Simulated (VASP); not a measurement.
A run of VASP 6.6.1 is set up as follows.

The input INCAR:

```
SYSTEM = Be6S
  ALGO = Normal
  EDIFF = 1E-7
  EDIFFG = -0.08
  ENCUT = 600
  GGA = PE
  IBRION = 2
  ISIF = 3
  ISMEAR = 0
  LASPH = .True.
  LCHARG = .False.
  LREAL = .False.
  LWAVE = .False.
  NELM = 100
  NSW = 36
  PREC = Accurate
  SIGMA = 0.2
```

Contents of KPOINTS:

```
k-points
0
Gamma
  5 5 3
  0 0 0
```

The input POSCAR:

```
Be6S
1.0
    3.9500000000      0.0000000000      0.0000000000
   -1.9750000000      3.4208003400      0.0000000000
    0.0000000000      0.0000000000      5.0000000000
Be S
6 1
Direct
    0.0000000000      0.0000000000      0.6200000000
    0.6667000000      0.6667000000      0.3000000000
    0.0000000000      0.3333000000      0.3000000000
    0.3333000000      0.0000000000      0.3000000000
    0.6666666700      0.3333333300      0.6200000000
    0.3333333300      0.6666666700      0.6200000000
    0.0000000000      0.0000000000      0.0000000000
```

Potentials or basis: VASP PAW PBE potentials, release 64 (Be, S).

The run is started by

```sh
$ cat potpaw_PBE.64/Be/POTCAR potpaw_PBE.64/S/POTCAR > POTCAR
$ mpirun -np 1 vasp_std > vasp.out
```

(1) What does it give for the relaxed cell?

(2) What does it give for the band gap on the k mesh?

(3) Estimate the relaxed volume.

## Answers

(1) a = 3.933 Å, b = 3.933 Å, c = 5.917 Å, α = 90.00°, β = 90.00°, γ = 120.00°.

(2) zero (band 9 reaches 4.99 eV, above the bottom of band 10 at 4.87 eV).

(3) 11.32 Å³/atom.

Caveat: the k points lie up to 0.37 Å⁻¹ apart in the final cell; the volume moved by over 15 % at a fixed basis, so the end points are rough.
